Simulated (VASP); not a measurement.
Input of a VASP 6.6.1 run:

File INCAR:

```
SYSTEM = Ta
  PREC = Accurate
  ENCUT = 520
  EDIFF = 1E-6
  ISMEAR = 0
  SIGMA = 0.016
  LREAL = .FALSE.
  LASPH = .TRUE.
  NELM = 100
  ALGO = Fast
  ISIF = 2
  LWAVE = .FALSE.
  LCHARG = .FALSE.
  GGA = PE
  NBANDS = 12
```

File KPOINTS:

```
Automatic mesh
0
G
  11 11 11
  0 0 0
```

Contents of POSCAR:

```
Ta
1.0
   -1.6512800000      1.6512800000      1.6512800000
    1.6512800000     -1.6512800000      1.6512800000
    1.6512800000      1.6512800000     -1.6512800000
Ta
1
Direct
    0.0000000000      0.0000000000      0.0000000000
```

Potentials or basis: VASP PAW PBE potentials, release 64 (Ta_pv).

Command:

```console
$ cat potpaw_PBE.64/Ta_pv/POTCAR > POTCAR
$ mpirun -np 1 vasp_std > vasp.out
```

**Question.** What does it give for the pressure?

**Answer.** 2.2 GPa.
